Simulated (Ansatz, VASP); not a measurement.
# GePt in VASP and in Ansatz

```
Pt Ge
1.0
     5.83108    0.00000    0.00000
     0.00000    3.74436    0.00000
     0.00000    0.00000    6.17753
Pt Ge
4 4
Direct
  0.00207 0.75000 0.19206
  0.99793 0.25000 0.80794
  0.49793 0.25000 0.69206
  0.50207 0.75000 0.30794
  0.81435 0.75000 0.58741
  0.18565 0.25000 0.41259
  0.68565 0.25000 0.08741
  0.31435 0.75000 0.91259
```

Alike in both runs: functional PBE; k mesh 4 × 6 × 4; occupations gaussian, width 0.1 eV; no spin polarisation.

Ansatz relaxed the structure, and its values are those at the end. VASP's run is a single point on that final structure, the one shown.

|  | VASP | Ansatz |
| --- | --- | --- |
| version | VASP 6.6.1 | Ansatz 0.2.0 |
| potentials or method | VASP PAW PBE potentials, release 64 (Pt, Ge_d), cutoff 520 eV | scalar-relativistic, plane waves, PAW |
| valence electrons in the cell | 96 | 128 |

VASP gave:

* gap on the k mesh at the Fermi level (eV): none
* pressure (GPa): 0.0
* rms of the force components (eV/Å): 0.010

Estimate Ansatz's values.

gap on the k mesh at the Fermi level (eV): none; pressure (GPa): 0.0; rms of the force components (eV/Å): 0.009.

A gap of «none» marks a metal or a gap that the smearing closes. VASP's potentials hold 96 valence electrons a cell and Ansatz's 128, so a difference there can come from the potentials and not from the codes.

Neither program's run includes spin-orbit coupling.
